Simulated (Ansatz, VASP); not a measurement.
## Two plane-wave programs on Ag

```
CELL_PARAMETERS angstrom
2.75145 0.00000 0.00000
0.00000 2.75145 0.00000
0.00000 0.00000 2.75145
ATOMIC_POSITIONS crystal
Ag 0.00000 0.00000 0.00000
```

Alike in both runs: task electric field gradients; functional PBEsol; k mesh 12 × 12 × 12; occupations fermi-dirac, width 0.05 eV; no spin polarisation.

|  | VASP | Ansatz |
| --- | --- | --- |
| version | VASP 6.6.1 | Ansatz 0.2.0 |
| potentials or method | VASP PAW PBE potentials, release 64 (Ag) | PAW with Ansatz's default frozen-core files, scalar-relativistic |
| plane-wave cutoff (eV) | 520 | 420 |
| valence electrons in the cell | 11 | 19 |

```tsv
	VASP	Ansatz	Ansatz less VASP
pressure (GPa)	-5.3	-5.2	+0.10
```

VASP's potentials were made for PBE, not for PBEsol. VASP's potentials hold 11 valence electrons a cell and Ansatz's 19, so a difference there can come from the potentials and not from the codes.
